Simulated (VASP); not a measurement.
A run of VASP 6.6.1 is set up as follows.

INCAR

```
PREC = Accurate ; ENCUT = 520
EDIFF = 1E-7 ; ISMEAR = -1
SIGMA = 0.08 ; LREAL = False
LASPH = True ; NELM = 100
ALGO = Normal ; ISIF = 2
LWAVE = False ; LCHARG = False
GGA = PE ; NBANDS = 15
```

Contents of KPOINTS:

```
Automatic mesh
0
Gamma
  9 9 9
```

The input POSCAR:

```
BaS
1.0
    0.0000000000      3.5161364223      3.5161364223
    3.5161364223      0.0000000000      3.5161364223
    3.5161364223      3.5161364223      0.0000000000
Ba S
1 1
Direct
    0.0000000000      0.0000000000      0.0000000000
    0.2500000000      0.2500000000      0.2500000000
```

Potentials or basis: VASP PAW PBE potentials, release 64 (Ba_sv, S).

The run is started by

```sh
$ cat potpaw_PBE.64/Ba_sv/POTCAR potpaw_PBE.64/S/POTCAR > POTCAR
$ mpirun -np 1 vasp_std > vasp.out
```

Estimate the band gap on the k mesh.

2.79 eV (least direct gap 3.45 eV).

What does it give for the pressure?

0.5 GPa.

Caveat: spin-orbit coupling is left out, which moves the levels of the heavy elements; an odd mesh through Γ misses points on the zone boundary, where band edges can lie.
